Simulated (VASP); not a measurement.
The system is SiC (Moissanite 3C).

```
Si C
1.0
     0.00000    2.19343    2.19343
     2.19343    0.00000    2.19343
     2.19343    2.19343    0.00000
Si C
1 1
Direct
  0.00000 0.00000 0.00000
  0.75000 0.75000 0.75000
```

Base run:

- Program: VASP 6.6.1
- Functional: PBE
- Dispersion: D3(BJ)
- Potentials or basis: VASP PAW PBE potentials, release 64 (Si, C)
- Cutoff: 600 eV
- k mesh: 10 × 10 × 10
- Occupations: fermi-dirac, width 0.05 eV
- Spin: no spin polarisation

Its results: band gap on the k mesh 1.38 eV, indirect (least direct gap 4.52 eV); pressure -5.7 GPa.

**Question.** After a change of settings the same cell gave: band gap on the k mesh 1.38 eV, indirect (least direct gap 4.52 eV); pressure -8.2 GPa. Which change was it?
A. functional from PBE to revPBE
B. functional from PBE to RPBE; dispersion from D3(BJ) to none
C. functional from PBE to BLYP; dispersion from D3(BJ) to D4
D. functional from PBE to PBEsol; dispersion from D3(BJ) to none; cutoff from 600 eV to 520 eV

**Answer.** A.

Caveats: the PAW data sets were made with another functional, which shifts forces and pressure a little (some runs).
